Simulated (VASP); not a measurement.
# Pt: single point with PBE

The system is Pt, a slab with vacuum.

```xyz
3
Lattice="2.8080 0.0000 0.0000 0.0000 2.8080 0.0000 0.0000 0.0000 19.9711" Properties=species:S:1:pos:R:3 pbc="T T T"
Pt    0.0000    0.0000    8.0598
Pt    1.4040    1.4040    9.9855
Pt    0.0000    0.0000   11.9113
```

```
Program             : VASP 6.6.1
Task                : single point
Functional          : PBE
Potentials or basis : VASP PAW PBE potentials, release 64 (Pt)
Cutoff              : 520 eV
k mesh              : 12 × 12 × 1
Occupations         : fermi-dirac, width 0.08 eV
Spin                : no spin polarisation
```

* Largest force: 0.016 eV/Å
* Band gap on the k mesh: zero (band 15 reaches 0.02 eV, above the bottom of band 16 at -1.24 eV)

Forces in eV/Å, atoms in the order of the input:
```
Pt   0.000  0.000  0.016
Pt   0.000  0.000  0.000
Pt   0.000  0.000 -0.016
```

Levels at points of the mesh, in eV from the Fermi level:
```tsv
k point	band 12	band 13	band 14	band 15	band 16	band 17	band 18	band 19
(0.00, 0.00, 0.00)	-1.26	-1.26	-0.35	-0.16	0.11	0.16	0.16	2.14
(0.50, 0.00, 0.00)	-0.93	-0.39	-0.26	0.06	0.82	1.76	1.78	4.00
(0.50, 0.50, 0.00)	-0.14	0.38	0.87	0.87	3.66	3.66	7.40	7.40
```

Wall time 51 s on 1 thread of Intel(R) Xeon(R) 6975P-C (Granite Rapids), with other jobs on the host, peak memory 0.3 GiB.

Caveat: spin-orbit coupling is left out, which moves the levels of the heavy elements.
